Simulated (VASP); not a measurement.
# Sb (P-1) in VASP: single point with PBEsol

Aim: the single point of Sb with PBEsol.

All numbers are computed with VASP 6.6.1; they aren't measurements. Logs are shortened: lines on timing, memory, paths and dates and some standing lists are left out, and cuts for length are marked.

**1. The cell of the first run**

The typed cell holds 2 atoms: a = 3.369 Å, b = 3.369 Å, c = 5.330 Å, α = 90.00°, β = 90.00°, γ = 120.00°.

**2. Single point, PBEsol (atom 1 (Sb) moved by (-0.100, -0.100) A along x and z)**

The input, INCAR:

```
PREC = Accurate ; ENCUT = 520
EDIFF = 1E-6 ; ISMEAR = 0
SIGMA = 0.15 ; LREAL = False
LASPH = True ; NELM = 100
ALGO = Normal ; ISIF = 2
LWAVE = False ; LCHARG = False
GGA = PS ; NBANDS = 12
```

The input, KPOINTS:

```
Automatic mesh
0
Gamma
  18 18 10
```

The input, POSCAR:

```
Sb
1.0
    3.3690001795      0.0000000000      0.0000000000
   -1.6845000898      2.9176397408      0.0000000000
    0.0000000000      0.0000000000      5.3300000000
Sb
2
Direct
    0.3036509366      0.6666666667      0.2312382739
    0.6666666667      0.3333333333      0.7500000000
```

Potentials or basis: VASP PAW PBE potentials, release 64 (Sb).

On the command line:

```bash
cat potpaw_PBE.64/Sb/POTCAR > POTCAR
mpirun -np 1 vasp_std > vasp.out
```

OUTCAR:

```text
PREC = Accurate
   ENCUT = 520
   EDIFF = 1E-6
   ISMEAR = 0
   LREAL = False
   LASPH = True
   NELM = 100
   ISIF = 2
   GGA = PS

 ion  position               nearest neighbor table
   1  0.304  0.667  0.231-   2 3.17   2 3.22   2 3.27   2 3.33   2 3.38   2 3.43
   2  0.667  0.333  0.750-   1 3.17   1 3.22   1 3.27   1 3.33   1 3.38   1 3.43

  LATTYP: Found a hexagonal cell.
 ALAT       =     3.3690001795
 C/A-ratio  =     1.5820717471

  Lattice vectors:

 A1 = (   3.3690001795,   0.0000000000,   0.0000000000)
 A2 = (  -1.6845000898,   2.9176397408,   0.0000000000)
 A3 = (   0.0000000000,   0.0000000000,   5.3300000000)

Analysis of symmetry for initial positions (statically):
=====================================================================
 Subroutine PRICEL returns:
 Original cell was already a primitive cell.

 Routine SETGRP: Setting up the symmetry group for a
 hexagonal supercell.

 Subroutine GETGRP returns: Found  2 space group operations
 (whereof  1 operations were pure point group operations)
 out of a pool of 24 trial point group operations.

The static configuration has the point symmetry C_1 .
 The point group associated with its full space group is S_2 .

Analysis of symmetry for dynamics (positions and initial velocities):
=====================================================================
 Subroutine PRICEL returns:
 Original cell was already a primitive cell.

 Routine SETGRP: Setting up the symmetry group for a
 hexagonal supercell.

 Subroutine GETGRP returns: Found  2 space group operations
 (whereof  1 operations were pure point group operations)
 out of a pool of 24 trial point group operations.

The dynamic configuration has the point symmetry C_1 .
 The point group associated with its full space group is S_2 .

 Subroutine INISYM returns: Found  2 space group operations
 (whereof  1 operations are pure point group operations),
 and found     1 'primitive' translations

----------------------------------------------------------------------------------------

                                     Primitive cell

  volume of cell :      52.3914

  direct lattice vectors                    reciprocal lattice vectors
     3.369000179  0.000000000  0.000000000     0.296823968  0.171371398  0.000000000
    -1.684500090  2.917639741  0.000000000     0.000000000  0.342742795  0.000000000
     0.000000000  0.000000000  5.330000000     0.000000000  0.000000000  0.187617261

  length of vectors
     3.369000179  3.369000180  5.330000000     0.342742795  0.342742795  0.187617261

  position of ions in fractional coordinates (direct lattice)
     0.303650937  0.666666667  0.231238274
     0.666666667  0.333333333  0.750000000

  ion indices of the primitive-cell ions
   primitive index   ion index
                 1           1
                 2           2

----------------------------------------------------------------------------------------

 KPOINTS: Automatic mesh

Automatic generation of k-mesh.
 Grid dimensions read from file:
 generate k-points for:   18   18   10

 Generating k-lattice:

  Cartesian coordinates                     Fractional coordinates (reciprocal lattice)
     0.016490220  0.009520633  0.000000000     0.055555556 -0.000000000  0.000000000
     0.000000000  0.019041266  0.000000000     0.000000000  0.055555556  0.000000000
     0.000000000  0.000000000  0.018761726     0.000000000  0.000000000  0.100000000

  Length of vectors
     0.019041266  0.019041266  0.018761726

  Shift w.r.t. Gamma in fractional coordinates (k-lattice)
     0.000000000  0.000000000  0.000000000

 Subroutine IBZKPT returns following result:
 ===========================================

 Found   1624 irreducible k-points:

 Following reciprocal coordinates:
            Coordinates               Weight
  0.000000  0.000000  0.000000      1.000000
  0.055556  0.000000  0.000000      2.000000
  0.000000  0.055556  0.000000      2.000000
 -0.055556  0.055556  0.000000      2.000000
  0.111111  0.000000  0.000000      2.000000
  0.000000  0.111111  0.000000      2.000000
[... 16 lines left out ...]
  0.444444 -0.000000  0.000000      2.000000
  0.000000  0.444444  0.000000      2.000000
 [... further k-points ...]
   k-points           NKPTS =   1624   k-points in BZ     NKDIM =   1624   number of bands    NBANDS=     12
   number of dos      NEDOS =    301   number of ions     NIONS =      2
   total plane-waves  NPLWV =  31360
   dimension x,y,z NGX =    28 NGY =   28 NGZ =   40
   dimension x,y,z NGXF=    56 NGYF=   56 NGZF=   80
   ions per type =               2
   NGX,Y,Z   is equivalent  to a cutoff of  13.82, 13.82, 12.48 a.u.
   NGXF,Y,Z  is equivalent  to a cutoff of  27.63, 27.63, 24.95 a.u.
 SYSTEM =  unknown system
   PREC   = accura    normal or accurate (medium, high low for compatibility)
   ISTART =      0    job   : 0-new  1-cont  2-samecut
   ICHARG =      2    charge: 1-file 2-atom 10-const
   ISPIN  =      1    spin polarized calculation?
   LNONCOLLINEAR =      F non collinear calculations
   LSORBIT =      F    spin-orbit coupling
   LASPH  =      T    aspherical Exc in radial PAW
   ENCUT  =  520.0 eV  38.22 Ry    6.18 a.u.   6.26  6.26  9.91*2*pi/ulx,y,z
   NELM   =    100;   NELMIN=  2; NELMDL= -5     # of ELM steps
   EDIFF  = 0.1E-05   stopping-criterion for ELM
   LREAL  =      F    real-space projection
   EDIFFG = 0.1E-04   stopping-criterion for IOM
   NSW    =      0    number of steps for IOM
   IBRION =     -1    ionic relax: 0-MD 1-quasi-New 2-CG
   NFREE  =      0    steps in history (QN), initial steepest desc. (CG)
   ISIF   =      2    stress and relaxation
   ISYM   =      2    0-nonsym 1-usesym 2-fastsym
   POTIM  = 0.5000    time-step for ionic-motion
   TEBEG  =    0.0;   TEEND  =   0.0 temperature during run
   PSTRESS=    0.0 pullay stress
   NELECT =      10.0000    total number of electrons
   NUPDOWN=      -1.0000    fix difference up-down
   EMIN   =  10.00;   EMAX   =-10.00  energy-range for DOS
   EFERMI =   0.00;   METHOD = LEGACY
   ISMEAR =     0;   SIGMA  =   0.15  broadening in eV -4-tet -1-fermi 0-gaus
   EFERMI_NEDOS =   21; number of points for ismear=-14 and -15
   IALGO  =     38    algorithm
   IMIX   =      4    mixing-type and parameters
     AMIX     =   0.40;   BMIX     =  1.00
     AMIX_MAG =   1.60;   BMIX_MAG =  1.00
  volume/ion in A,a.u.               =      26.20       176.78
  Fermi-wavevector in a.u.,A,eV,Ry     =   0.942587  1.781231 12.088376  0.888471
  Thomas-Fermi vector in A             =   2.070211
   LORBIT       =      0    0 simple, 1 ext, 2 COOP (PROOUT), +10 PAW based schemes
   GGA     = PS    functional components
   LHFCALC =     F    Hartree Fock is set to
   AEXX    =    0.0000 exact exchange contribution
   IVDW    =     0    specifies the selected vdW correction
   LEPSILON=     F    determine dielectric tensor
   LRPA    =     F    only Hartree local field effects (RPA)
 non-spin polarized calculation
 Gauss-broadening in eV      SIGMA  =   0.15
  energy-cutoff  :      520.00
  volume of cell :       52.39
 maximum number of plane-waves:      1448
 NGX is ok and might be reduce to    28
   NGX = 13   NGY = 13   NGZ = 19

 number of electron      10.0000000 magnetization

 Free energy of the ion-electron system (eV)
  ---------------------------------------------------
  ext. energy  EPLUGINS =         0.00000000
  ---------------------------------------------------
  free energy    TOTEN  =        -8.67099121 eV

  energy without entropy =       -8.65489122  energy(sigma->0) =       -8.66294121

 E-fermi :   8.7255     XC(G=0): -10.4466

 val. band max:        8.7232442624   @ k =   0.0000   0.1667   0.0000
 cond. band min:       8.7259007478   @ k =   0.1111   0.1667   0.0000
 fundamental gap:      0.0026564854
 Fermi energy:         8.7255292821

 k-point     1 :       0.0000    0.0000    0.0000
  band No.  band energies     occupation
      1      -4.4495      2.00000
      2      -0.1791      2.00000
      3       2.8065      2.00000
      4      11.9123      0.00000
      5      12.2173      0.00000
      6      13.6635      0.00000
      7      14.0623      0.00000
      8      14.8344      0.00000
      9      16.1583      0.00000
     10      17.5410      0.00000
     11      18.4933      0.00000
     12      18.8452      0.00000

 k-point     2 :       0.0556    0.0000    0.0000
  band No.  band energies     occupation
      1      -4.3949      2.00000
      2      -0.1327      2.00000
      3       2.8640      2.00000
      4      11.3463      0.00000
      5      11.9433      0.00000
      6      13.6379      0.00000
      7      13.8875      0.00000
      8      14.7385      0.00000
      9      16.5710      0.00000
     10      17.2549      0.00000
     11      18.7483      0.00000
     12      18.8298      0.00000

 k-point     3 :       0.0000    0.0556    0.0000
  band No.  band energies     occupation
      1      -4.3951      2.00000
      2      -0.1323      2.00000
      3       2.8634      2.00000
      4      11.4037      0.00000
      5      11.8852      0.00000
      6      13.4911      0.00000
      7      14.0464      0.00000
      8      14.7467      0.00000
      9      16.5075      0.00000
     10      17.3666      0.00000
     11      18.6512      0.00000
     12      18.8664      0.00000
[... 286 lines left out ...]
 k-point    23 :       0.4444   -0.0000    0.0000
  band No.  band energies     occupation
      1      -1.1754      2.00000
      2       0.7049      2.00000
      3       4.4224      2.00000
      4       6.0605      2.00000
      5       6.3617      2.00000
      6       8.7398      0.89305
      7       8.9178      0.06991
      8      12.5274      0.00000
      9      13.0902      0.00000
     10      16.4990      0.00000
     11      17.5341      0.00000
     12      17.8397      0.00000

 k-point    24 :       0.0000    0.4444    0.0000
  band No.  band energies     occupation
      1      -1.2416      2.00000
      2       0.8351      2.00000
      3       4.3276      2.00000
      4       5.9796      2.00000
      5       6.3550      2.00000
      6       8.9176      0.07011
      7       8.9722      0.02003
      8      12.3809      0.00000
      9      13.2357      0.00000
     10      16.3373      0.00000
     11      17.5074      0.00000
     12      17.8263      0.00000

 [... further k-points ...]
[... 5 lines left out ...]
  --------------------------------------------------------------------------------------
  -------------------------------------------------------------------------------------
  Total       -0.1049543     -0.0990523      0.3735712      0.0927144      0.0004427      0.0048654
  in kB       -3.2095992     -3.0291107     11.4241542      2.8352931      0.0135396      0.1487877
  external PRESSURE =       1.7284814 kB  Pullay stress =       0.0000000 kB

 VOLUME and BASIS-vectors are now :
 -----------------------------------------------------------------------------
  energy-cutoff  :      520.00
  volume of cell :       52.39
      direct lattice vectors                 reciprocal lattice vectors
     3.369000179  0.000000000  0.000000000     0.296823968  0.171371398  0.000000000
    -1.684500090  2.917639741  0.000000000     0.000000000  0.342742795  0.000000000
     0.000000000  0.000000000  5.330000000     0.000000000  0.000000000  0.187617261

 POSITION                                       TOTAL-FORCE (eV/Angst)
 -----------------------------------------------------------------------------------
     -0.10000      1.94509      1.23250        -0.017359     -0.002507      0.144177
      1.68450      0.97255      3.99750         0.017359      0.002507     -0.144177
 -----------------------------------------------------------------------------------
    total drift:                               -0.000000      0.000000      0.000000

  FREE ENERGIE OF THE ION-ELECTRON SYSTEM (eV)
  ---------------------------------------------------
  free  energy   TOTEN  =        -8.6709912106 eV

  energy  without entropy=       -8.6548912188  energy(sigma->0) =       -8.66294121
```

Wall time 8.6 min (1 thread of Intel Xeon 6975P-C, shared host); peak memory 0.91 GiB.

What came out:

```
Free energy            : -8.6710 eV
Pressure               : 0.2 GPa
Largest force          : 0.145 eV/Å
Band gap on the k mesh : zero (band 5 reaches 12.74 eV, above the bottom of band 6 at 5.64 eV)
```

Forces on the atoms (eV/Å):
```
Sb  -0.017 -0.003  0.144
Sb   0.017  0.003 -0.144
```

Stress tensor (GPa, compression positive):
```
-0.32  0.28  0.01
 0.28 -0.30  0.00
 0.01  0.00  1.14
```

Caveat: the cell differs from its parent crystal (atom 1 (Sb) moved by (-0.100, -0.100) A along x and z); the PAW data sets were made with another functional, which shifts forces and pressure a little; spin-orbit coupling is left out, which moves the levels of the heavy elements.
